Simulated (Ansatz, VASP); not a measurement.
## NaF in VASP and in Ansatz

```
CELL_PARAMETERS angstrom
0.00000 2.36968 2.36968
2.36968 0.00000 2.36968
2.36968 2.36968 0.00000
ATOMIC_POSITIONS crystal
Na 0.00000 0.00000 0.00000
F 0.50000 0.50000 0.50000
```

Alike in both runs: task single point; functional RPBE; dispersion D4; k mesh 8 × 8 × 8; occupations gaussian, width 0.05 eV; no spin polarisation.

|  | VASP | Ansatz |
| --- | --- | --- |
| version | VASP 6.6.1 | Ansatz 0.2.0 |
| potentials or method | VASP PAW PBE potentials, release 64 (Na_pv, F), cutoff 520 eV | scalar-relativistic, plane waves, PAW |
| valence electrons in the cell | 14 | 16 |

|  | VASP | Ansatz | Ansatz less VASP |
| --- | --- | --- | --- |
| gap on the k mesh at the Fermi level (eV) | 6.27 | 6.28 | +0.010 |
| least direct gap on the mesh (eV) | 6.27 | 6.28 | +0.010 |
| pressure (GPa) | 0.7 | 0.8 | +0.12 |

VASP's potentials were made for PBE, not for RPBE. VASP's potentials hold 14 valence electrons a cell and Ansatz's 16, so a difference there can come from the potentials and not from the codes.
